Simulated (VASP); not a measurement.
# Si3C4 in VASP: further runs

The runs below take Si3C4 through single point, relaxation of cell and atoms, with PBE.

Everything below comes from runs of VASP 6.6.1. Logs are shortened: lines on timing, memory, paths and dates and some standing lists are left out, and cuts for length are marked.

## 1. The cell of the first run

The structure is trigonal, space group P-3m1 (No. 164). The conventional cell has a = 3.004 Å, b = 3.004 Å, c = 8.893 Å, α = 90.00°, β = 90.00°, γ = 120.00°. Within 2.7 Å of Si (site symmetry -3m) lie 6 C at 2.04 Å. Si (site symmetry 3m) has 4 C at 1.83 to 1.90 Å within 2.4 Å. C (site symmetry 3m) has 1 C at 1.53 Å and 3 Si at 1.90 Å within 2.0 Å. Within 2.4 Å of C (site symmetry 3m) lie 4 Si at 1.83 to 2.04 Å.

## 2. Single point, PBE

INCAR

```
  PREC = Accurate
  ENCUT = 520
  EDIFF = 1E-7
  ISMEAR = 0
  SIGMA = 0.2
  LREAL = False
  LASPH = True
  NELM = 60
  ALGO = Normal
  ISIF = 2
  LWAVE = False
  LCHARG = True
  GGA = PE
  LELF = True
  LVHAR = True
  NBANDS = 23
```

KPOINTS

```
Automatic mesh
0
Gamma
  12 12 4
```

POSCAR

```
Si3C4
1.0
    3.0041700573      0.0000000000      0.0000000000
   -1.5020850286      2.6016875869      0.0000000000
    0.0000000000      0.0000000000      8.8932098622
Si C
3 4
Direct
    0.0000000000      0.0000000000      0.5000000000
    0.6666666667      0.3333333333      0.1727096351
    0.3333333333      0.6666666667      0.8272903649
    0.0000000000      0.0000000000      0.0858734323
    0.3333333333      0.6666666667      0.6216581150
    0.0000000000      0.0000000000      0.9141265677
    0.6666666667      0.3333333333      0.3783418850
```

Potentials or basis: VASP PAW PBE potentials, release 64 (Si, C).

Run with:

```bash
cat potpaw_PBE.64/Si/POTCAR potpaw_PBE.64/C/POTCAR > POTCAR
mpirun -np 1 vasp_std > vasp.out
```

OUTCAR:

```text
PREC = Accurate
   ENCUT = 520
   EDIFF = 1E-7
   ISMEAR = 0
   LREAL = False
   LASPH = True
   NELM = 60
   ISIF = 2
   GGA = PE

 ion  position               nearest neighbor table
   1  0.000  0.000  0.500-   5 2.04   7 2.04   5 2.04   7 2.04   7 2.04   5 2.04
   2  0.667  0.333  0.173-   7 1.83   4 1.90   4 1.90   4 1.90
   3  0.333  0.667  0.827-   5 1.83   6 1.90   6 1.90   6 1.90
   4  0.000  0.000  0.086-   6 1.53   2 1.90   2 1.90   2 1.90
   5  0.333  0.667  0.622-   3 1.83   1 2.04   1 2.04   1 2.04
   6  0.000  0.000  0.914-   4 1.53   3 1.90   3 1.90   3 1.90
   7  0.667  0.333  0.378-   2 1.83   1 2.04   1 2.04   1 2.04

  LATTYP: Found a hexagonal cell.
 ALAT       =     3.0041700573
 C/A-ratio  =     2.9602884299

  Lattice vectors:

 A1 = (   3.0041700573,   0.0000000000,   0.0000000000)
 A2 = (  -1.5020850286,   2.6016875869,   0.0000000000)
 A3 = (   0.0000000000,   0.0000000000,   8.8932098622)

Analysis of symmetry for initial positions (statically):
=====================================================================
 Subroutine PRICEL returns:
 Original cell was already a primitive cell.

 Routine SETGRP: Setting up the symmetry group for a
 hexagonal supercell.

 Subroutine GETGRP returns: Found 12 space group operations
 (whereof 12 operations were pure point group operations)
 out of a pool of 24 trial point group operations.

The static configuration has the point symmetry D_3d.

Analysis of symmetry for dynamics (positions and initial velocities):
=====================================================================
 Subroutine PRICEL returns:
 Original cell was already a primitive cell.

 Routine SETGRP: Setting up the symmetry group for a
 hexagonal supercell.

 Subroutine GETGRP returns: Found 12 space group operations
 (whereof 12 operations were pure point group operations)
 out of a pool of 24 trial point group operations.

The dynamic configuration has the point symmetry D_3d.

 Subroutine INISYM returns: Found 12 space group operations
 (whereof 12 operations are pure point group operations),
 and found     1 'primitive' translations

----------------------------------------------------------------------------------------

                                     Primitive cell

  volume of cell :      69.5085

  direct lattice vectors                    reciprocal lattice vectors
     3.004170057  0.000000000  0.000000000     0.332870637  0.192182952  0.000000000
    -1.502085029  2.601687587  0.000000000     0.000000000  0.384365904  0.000000000
     0.000000000  0.000000000  8.893209862     0.000000000  0.000000000  0.112445339

  length of vectors
     3.004170057  3.004170057  8.893209862     0.384365904  0.384365904  0.112445339

  position of ions in fractional coordinates (direct lattice)
     0.000000000  0.000000000  0.500000000
     0.666666667  0.333333333  0.172709635
     0.333333333  0.666666667  0.827290365
     0.000000000  0.000000000  0.085873432
     0.333333333  0.666666667  0.621658115
     0.000000000  0.000000000  0.914126568
     0.666666667  0.333333333  0.378341885

  ion indices of the primitive-cell ions
   primitive index   ion index
                 1           1
                 2           2
                 3           3
                 4           4
                 5           5
                 6           6
                 7           7

----------------------------------------------------------------------------------------

 KPOINTS: Automatic mesh

Automatic generation of k-mesh.
 Grid dimensions read from file:
 generate k-points for:   12   12    4

 Generating k-lattice:

  Cartesian coordinates                     Fractional coordinates (reciprocal lattice)
     0.027739220  0.016015246  0.000000000     0.083333333  0.000000000  0.000000000
     0.000000000  0.032030492  0.000000000     0.000000000  0.083333333  0.000000000
     0.000000000  0.000000000  0.028111335     0.000000000  0.000000000  0.250000000

  Length of vectors
     0.032030492  0.032030492  0.028111335

  Shift w.r.t. Gamma in fractional coordinates (k-lattice)
     0.000000000  0.000000000  0.000000000

 Subroutine IBZKPT returns following result:
 ===========================================

 Found     69 irreducible k-points:

 Following reciprocal coordinates:
            Coordinates               Weight
  0.000000  0.000000  0.000000      1.000000
  0.083333  0.000000  0.000000      6.000000
  0.166667  0.000000  0.000000      6.000000
  0.250000 -0.000000  0.000000      6.000000
  0.333333 -0.000000  0.000000      6.000000
  0.416667 -0.000000  0.000000      6.000000
[... 16 lines left out ...]
  0.166667  0.000000  0.250000      6.000000
  0.000000  0.166667  0.250000      6.000000
 [... further k-points ...]
   k-points           NKPTS =     69   k-points in BZ     NKDIM =     69   number of bands    NBANDS=     23
   number of dos      NEDOS =    301   number of ions     NIONS =      7
   total plane-waves  NPLWV =  40320
   dimension x,y,z NGX =    24 NGY =   24 NGZ =   70
   dimension x,y,z NGXF=    48 NGYF=   48 NGZF=  140
   ions per type =               3   4
   NGX,Y,Z   is equivalent  to a cutoff of  13.28, 13.28, 13.09 a.u.
   NGXF,Y,Z  is equivalent  to a cutoff of  26.56, 26.56, 26.17 a.u.
 SYSTEM =  unknown system
   PREC   = accura    normal or accurate (medium, high low for compatibility)
   ISTART =      0    job   : 0-new  1-cont  2-samecut
   ICHARG =      2    charge: 1-file 2-atom 10-const
   ISPIN  =      1    spin polarized calculation?
   LNONCOLLINEAR =      F non collinear calculations
   LSORBIT =      F    spin-orbit coupling
   LASPH  =      T    aspherical Exc in radial PAW
   ENCUT  =  520.0 eV  38.22 Ry    6.18 a.u.   5.59  5.59 16.54*2*pi/ulx,y,z
   NELM   =     60;   NELMIN=  2; NELMDL= -5     # of ELM steps
   EDIFF  = 0.1E-06   stopping-criterion for ELM
   LREAL  =      F    real-space projection
   EDIFFG = 0.1E-05   stopping-criterion for IOM
   NSW    =      0    number of steps for IOM
   IBRION =     -1    ionic relax: 0-MD 1-quasi-New 2-CG
   NFREE  =      0    steps in history (QN), initial steepest desc. (CG)
   ISIF   =      2    stress and relaxation
   ISYM   =      2    0-nonsym 1-usesym 2-fastsym
   POTIM  = 0.5000    time-step for ionic-motion
   TEBEG  =    0.0;   TEEND  =   0.0 temperature during run
   PSTRESS=    0.0 pullay stress
   NELECT =      28.0000    total number of electrons
   NUPDOWN=      -1.0000    fix difference up-down
   EMIN   =  10.00;   EMAX   =-10.00  energy-range for DOS
   EFERMI =   0.00;   METHOD = LEGACY
   ISMEAR =     0;   SIGMA  =   0.20  broadening in eV -4-tet -1-fermi 0-gaus
   EFERMI_NEDOS =   21; number of points for ismear=-14 and -15
   IALGO  =     38    algorithm
   IMIX   =      4    mixing-type and parameters
     AMIX     =   0.40;   BMIX     =  1.00
     AMIX_MAG =   1.60;   BMIX_MAG =  1.00
  volume/ion in A,a.u.               =       9.93        67.01
  Fermi-wavevector in a.u.,A,eV,Ry     =   1.209061  2.284793 19.889375  1.461828
  Thomas-Fermi vector in A             =   2.344650
   LORBIT       =      0    0 simple, 1 ext, 2 COOP (PROOUT), +10 PAW based schemes
   GGA     = PE    functional components
   LHFCALC =     F    Hartree Fock is set to
   AEXX    =    0.0000 exact exchange contribution
   IVDW    =     0    specifies the selected vdW correction
   LEPSILON=     F    determine dielectric tensor
   LRPA    =     F    only Hartree local field effects (RPA)
 non-spin polarized calculation
 Gauss-broadening in eV      SIGMA  =   0.20
  energy-cutoff  :      520.00
  volume of cell :       69.51
 maximum number of plane-waves:      1917
 NGX is ok and might be reduce to    24
   NGX = 11   NGY = 11   NGZ = 33

 number of electron      27.9999998 magnetization

 Free energy of the ion-electron system (eV)
  ---------------------------------------------------
  ext. energy  EPLUGINS =         0.00000000
  ---------------------------------------------------
  free energy    TOTEN  =       -50.13420226 eV

  energy without entropy =      -50.09608641  energy(sigma->0) =      -50.11514433

 E-fermi :   8.2044     XC(G=0): -11.4849

 val. band max:        8.1842633878   @ k =  -0.0833   0.2500   0.2500
 cond. band min:       8.2129616333   @ k =   0.0833   0.0000   0.0000
 fundamental gap:      0.0286982455
 Fermi energy:         8.2043699096

 k-point     1 :       0.0000    0.0000    0.0000
  band No.  band energies     occupation
      1      -8.4729      2.00000
      2      -6.5671      2.00000
      3      -5.7650      2.00000
      4      -2.2665      2.00000
      5      -0.7833      2.00000
      6       4.1029      2.00000
[... 15 lines left out ...]
     22      15.7256      0.00000
     23      15.7256      0.00000

 k-point     2 :       0.0833    0.0000    0.0000
  band No.  band energies     occupation
      1      -8.3564      2.00000
      2      -6.4420      2.00000
      3      -5.6404      2.00000
      4      -2.1746      2.00000
      5      -0.6863      2.00000
      6       4.0978      2.00000
[... 15 lines left out ...]
     22      15.9009      0.00000
     23      16.2243      0.00000

 k-point     3 :       0.1667    0.0000    0.0000
  band No.  band energies     occupation
      1      -8.0126      2.00000
      2      -6.0708      2.00000
      3      -5.2709      2.00000
      4      -1.9124      2.00000
      5      -0.4156      2.00000
      6       3.8621      2.00000
[... 15 lines left out ...]
     22      16.1051      0.00000
     23      16.7271      0.00000
[... 495 lines left out ...]
 k-point    23 :       0.1667    0.0000    0.2500
  band No.  band energies     occupation
      1      -7.9910      2.00000
      2      -6.3138      2.00000
      3      -4.8148      2.00000
      4      -2.6263      2.00000
      5       0.4319      2.00000
      6       3.1991      2.00000
[... 15 lines left out ...]
     22      16.5217      0.00000
     23      16.6138      0.00000

 k-point    24 :       0.0000    0.1667    0.2500
  band No.  band energies     occupation
      1      -7.9908      2.00000
      2      -6.3158      2.00000
      3      -4.8090      2.00000
      4      -2.6354      2.00000
      5       0.4342      2.00000
      6       3.2733      2.00000
[... 15 lines left out ...]
     22      16.2902      0.00000
     23      16.7522      0.00000

 [... further k-points ...]

------------------------ aborting loop because EDIFF is reached ----------------------------------------

  FORCE on cell =-STRESS in cart. coord.  units (eV):
  Direction    XX          YY          ZZ          XY          YZ          ZX
  --------------------------------------------------------------------------------------
  -------------------------------------------------------------------------------------
  Total        0.0122816      0.0122816      0.0333298      0.0000000      0.0000000      0.0000000
  in kB        0.2830922      0.2830922      0.7682545      0.0000000      0.0000000      0.0000000
  external PRESSURE =       0.4448129 kB  Pullay stress =       0.0000000 kB

 VOLUME and BASIS-vectors are now :
 -----------------------------------------------------------------------------
  energy-cutoff  :      520.00
  volume of cell :       69.51
      direct lattice vectors                 reciprocal lattice vectors
     3.004170057  0.000000000  0.000000000     0.332870637  0.192182952  0.000000000
    -1.502085029  2.601687587  0.000000000     0.000000000  0.384365904  0.000000000
     0.000000000  0.000000000  8.893209862     0.000000000  0.000000000  0.112445339

 POSITION                                       TOTAL-FORCE (eV/Angst)
 -----------------------------------------------------------------------------------
      0.00000      0.00000      4.44660        -0.000000     -0.000000     -0.000000
      1.50209      0.86723      1.53594         0.000000     -0.000000     -0.014828
     -0.00000      1.73446      7.35727         0.000000     -0.000000      0.014828
      0.00000      0.00000      0.76369        -0.000000      0.000000      0.041589
     -0.00000      1.73446      5.52854         0.000000     -0.000000     -0.008293
      0.00000      0.00000      8.12952         0.000000      0.000000     -0.041589
      1.50209      0.86723      3.36467        -0.000000      0.000000      0.008293
 -----------------------------------------------------------------------------------
    total drift:                               -0.000000      0.000000      0.000000

  FREE ENERGIE OF THE ION-ELECTRON SYSTEM (eV)
  ---------------------------------------------------
  free  energy   TOTEN  =       -50.1342022580 eV

  energy  without entropy=      -50.0960864110  energy(sigma->0) =      -50.11514433
```

Wall time 1.8 min (1 thread of Intel Xeon Platinum 8259CL at 2.50GHz (Skylake/Cascade Lake), shared host); peak memory 0.23 GiB.

Results:

| Quantity | Value |
| --- | --- |
| Free energy | -50.1342 eV |
| Pressure | 0.0 GPa |
| Largest force | 0.042 eV/Å |
| Band gap on the k mesh | zero (bands 14 and 15 overlap by 2.94 eV) |

Forces on the atoms (eV/Å):
```
Si   0.000  0.000  0.000
Si   0.000  0.000 -0.015
Si   0.000  0.000  0.015
C    0.000  0.000  0.042
C    0.000  0.000 -0.008
C    0.000  0.000 -0.042
C    0.000  0.000  0.008
```

(Part 1 of 2 ends here.)
